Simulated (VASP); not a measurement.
## Si2Ni: single point with PBE

Crystal: Si2Ni.

```
CELL_PARAMETERS angstrom
0.00000 2.77058 2.70300
2.77058 0.00000 2.70300
2.77058 2.77058 0.00000
ATOMIC_POSITIONS crystal
Si 0.25000 0.25000 0.25000
Si 0.75000 0.75000 0.75000
Ni 0.00000 0.00000 0.00000
```

* Program: VASP 6.6.1
* Task: single point
* Functional: PBE
* Potentials or basis: VASP PAW PBE potentials, release 64 (Si, Ni)
* Cutoff: 520 eV
* k mesh: 11 × 11 × 11
* Occupations: fermi-dirac, width 0.15 eV
* Spin: collinear spin, ferromagnetic start
* Starting moments: [0.0, 0.0, 2.0] μB
* Dipole correction: no
* Further INCAR settings: ALGO = Normal; EDIFF = 1e-06; NBANDS = 20

```yaml
Pressure: -3.7 GPa
Band_gap_on_the_k_mesh: zero (filled and empty bands overlap)
Net_moment: 0.00 μB per cell
Valence_electrons_inside_the_program's_atomic_spheres: Si 1.56; Ni 9.68
```

Stress tensor (GPa, compression positive):
```
-4.09  0.00  0.00
 0.00 -4.09  0.00
 0.00  0.00 -2.82
```

Levels at points of the mesh, in eV from the Fermi level:
Spin up:
```csv
k point,band 6,band 7,band 8,band 9,band 10,band 11,band 12,band 13
"(0.00, 0.00, 0.00)",-3.14,-0.59,1.51,1.81,1.81,2.34,2.34,2.62
```
Spin down:
| k point | band 5 | band 6 | band 7 | band 8 | band 9 | band 10 | band 11 | band 12 | band 13 | band 14 |
| --- | --- | --- | --- | --- | --- | --- | --- | --- | --- | --- |
| (0.00, 0.00, 0.00) | -3.21 | -3.14 | -0.59 | 1.51 | 1.81 | 1.81 | 2.34 | 2.34 | 2.62 | 4.46 |

It took 2.1 min on 1 thread of AMD EPYC 9R45 96-Core Processor (Zen 5), with other jobs on the host, peak memory 0.26 GiB.

Caveat: the cell stands under tension.
